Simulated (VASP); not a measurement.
Wanted: the native input for a VASP 6.6.1 run.

```yaml
Task: single point
Functional: PBE
Potentials_or_basis: VASP PAW PBE potentials, release 64 (Te, Pb_d)
Cutoff: 520 eV
k_mesh: 6 × 6 × 6
Occupations: fermi-dirac, width 0.02 eV
Spin: no spin polarisation
Dipole_correction: no
Further_INCAR_settings: ALGO = Normal; EDIFF = 1e-06; NBANDS = 17
```

The structure of TePb lies in POSCAR:

```
TePb
1.0
    0.0000000000      3.3046962724      3.3046962724
    3.3046962724      0.0000000000      3.3046962724
    3.3046962724      3.3046962724      0.0000000000
Te Pb
1 1
Direct
    0.5000000000      0.5000000000      0.5000000000
    0.0000000000      0.0000000000      0.0000000000
```

These files were run (other wordings do the same):

INCAR

```
SYSTEM = TePb
PREC     = Accurate       ! precision mode
ENCUT    = 520            ! plane-wave cutoff, eV
EDIFF    = 1E-6           ! SCF threshold, eV
ISMEAR   = -1             ! smearing method
SIGMA    = 0.02           ! smearing width, eV
LREAL    = .False.        ! projectors in reciprocal space
LASPH    = .True.         ! aspherical terms in the spheres
NELM     = 100            ! most SCF steps
ALGO     = Normal         ! electronic algorithm
ISIF     = 2              ! what is computed and relaxed
LWAVE    = .False.        ! write WAVECAR
LCHARG   = .False.        ! write CHGCAR
GGA      = PE             ! functional
NBANDS   = 17             ! bands
```

KPOINTS

```
regular mesh
0
Gamma
  6 6 6
  0 0 0
```

Potentials or basis: VASP PAW PBE potentials, release 64 (Te, Pb_d).

Launch:

```sh
$ cat potpaw_PBE.64/Te/POTCAR potpaw_PBE.64/Pb_d/POTCAR > POTCAR
$ mpirun -np 1 vasp_std > vasp.out
```

Results of the run:

```
Pressure               : -0.7 GPa
Band gap on the k mesh : 0.86 eV, direct
```

Caveat: spin-orbit coupling is left out, which moves the levels of the heavy elements.

Wall time 18 s on 1 thread of AMD EPYC 9R45 (Zen 5), with other jobs on the host, peak memory 0.16 GiB.
